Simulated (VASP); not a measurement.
Here is a VASP 6.6.1 calculation.

Contents of INCAR:

```
  ALGO = Normal
  EDIFF = 1E-6
  ENCUT = 500
  GGA = PS
  GGA_COMPAT = F
  ISIF = 2
  ISMEAR = 0
  LASPH = T
  LCHARG = T
  LELF = T
  LREAL = F
  LVHAR = T
  LWAVE = F
  NBANDS = 22
  NELM = 120
  PREC = Accurate
  SIGMA = 0.1
```

The input KPOINTS:

```
k-points
0
Gamma
  9 9 4
```

File POSCAR:

```
Rh
1.0
    2.7309790422      0.0000000000      0.0000000000
   -1.3654895211      2.3650972278      0.0000000000
    0.0000000000      0.0000000000      4.4284890000
Rh
2
Direct
    0.6666666700      0.3333333300      0.7500000000
    0.3333333300      0.6666666700      0.2500000000
```

Potentials or basis: VASP PAW PBE potentials, release 64 (Rh_pv).

Run with:

```bash
$ cat potpaw_PBE.64/Rh_pv/POTCAR > POTCAR
$ mpirun -np 1 vasp_std > vasp.out
```

(1) What does it give for the band gap on the k mesh?

(2) What does it give for the pressure?

## Answers

(1) zero (band 15 reaches 11.69 eV, above the bottom of band 16 at 9.71 eV).

(2) -14.2 GPa.

Caveat: the PAW data sets were made with another functional, which shifts forces and pressure a little.
